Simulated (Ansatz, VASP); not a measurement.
## One calculation of CuI, two programs

```
Cu I
1.0
     0.00000    2.99053    2.99053
     2.99053    0.00000    2.99053
     2.99053    2.99053    0.00000
Cu I
1 1
Direct
  0.75000 0.75000 0.75000
  0.00000 0.00000 0.00000
```

Change from the starting cell: functional lda, volume scaled by 0.96.

Alike in both runs: task single point; functional LDA; k mesh 9 × 9 × 9; occupations fermi-dirac, width 0.03 eV; no spin polarisation.

|  | VASP | Ansatz |
| --- | --- | --- |
| version | VASP 6.6.1 | Ansatz 0.2.0 |
| potentials or method | VASP PAW LDA potentials, release 64 (Cu, I), cutoff 520 eV | all-electron LAPW, scalar-relativistic |

Ansatz gave:

- pressure (GPa): -2.9

Which values does VASP return?

Pressure (GPa): -2.8.

LDA's correlation is that of Perdew and Zunger in VASP and of Perdew and Wang (1992) in Ansatz. Ansatz ran all-electron here, and VASP with PAW potentials.

Spin-orbit coupling is off throughout.
